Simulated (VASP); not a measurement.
A run of VASP 6.6.1 is set up as follows.

The input INCAR:

```
SYSTEM = YIn
PREC     = Accurate       ! precision mode
ENCUT    = 520            ! plane-wave cutoff, eV
EDIFF    = 1E-8           ! SCF threshold, eV
ISMEAR   = 1              ! smearing method
SIGMA    = 0.2            ! smearing width, eV
LREAL    = .FALSE.        ! projectors in reciprocal space
LASPH    = .TRUE.         ! aspherical terms in the spheres
NELM     = 80             ! most SCF steps
ALGO     = Normal         ! electronic algorithm
ISIF     = 2              ! what is computed and relaxed
LWAVE    = .FALSE.        ! write WAVECAR
LCHARG   = .FALSE.        ! write CHGCAR
GGA      = PS             ! functional
IBRION   = 8              ! ionic algorithm
NSW      = 1              ! ionic steps
```

The input KPOINTS:

```
regular mesh
0
G
  10 10 10
  0 0 0
```

File POSCAR:

```
YIn
1.0
    3.7053621481      0.0000000000      0.0000000000
    0.0000000000      3.7053621481      0.0000000000
    0.0000000000      0.0000000000      3.7053621481
Y In
1 1
Direct
    0.0000000000      0.0000000000      0.0000000000
    0.5000000000      0.5000000000      0.5000000000
```

Potentials or basis: VASP PAW PBE potentials, release 64 (Y_sv, In_d).

Run with:

```bash
$ cat potpaw_PBE.64/Y_sv/POTCAR potpaw_PBE.64/In_d/POTCAR > POTCAR
$ mpirun -np 1 vasp_std > vasp.out
```

Question: What does it give for the highest phonon frequency at Γ?

Answer: 133 cm⁻¹.

Phonon frequencies in cm⁻¹ (negative: imaginary):
```
              q point        frequencies
(0.000, 0.000, 0.000)  0 0 0 133 133 133
```
